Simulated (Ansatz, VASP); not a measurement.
## One calculation of TiB2, two programs

```
Ti B
1.0
     2.99377    0.00000    0.00000
    -1.49688    2.59268    0.00000
     0.00000    0.00000    3.15990
Ti B
1 2
Cartesian
  0.0000 0.0000 0.0000
  0.0000 1.7285 1.5799
  1.4969 0.8642 1.5799
```

Alike in both runs: functional LDA; k mesh 12 × 12 × 10; occupations fermi-dirac, width 0.05 eV; no spin polarisation.

Ansatz relaxed the structure, and its values are those at the end. VASP's run is a single point on that final structure, the one shown.

|  | VASP | Ansatz |
| --- | --- | --- |
| version | VASP 6.6.1 | Ansatz 0.2.0 |
| potentials or method | VASP PAW LDA potentials, release 64 (Ti_sv, B), cutoff 520 eV | all-electron LAPW, scalar-relativistic |

Ansatz gave:

* pressure (GPa): 0.0

**Question.** Which values does VASP return?

**Answer.** Pressure (GPa): 0.7.

LDA's correlation is that of Perdew and Zunger in VASP and of Perdew and Wang (1992) in Ansatz. Ansatz ran all-electron here, and VASP with PAW potentials.
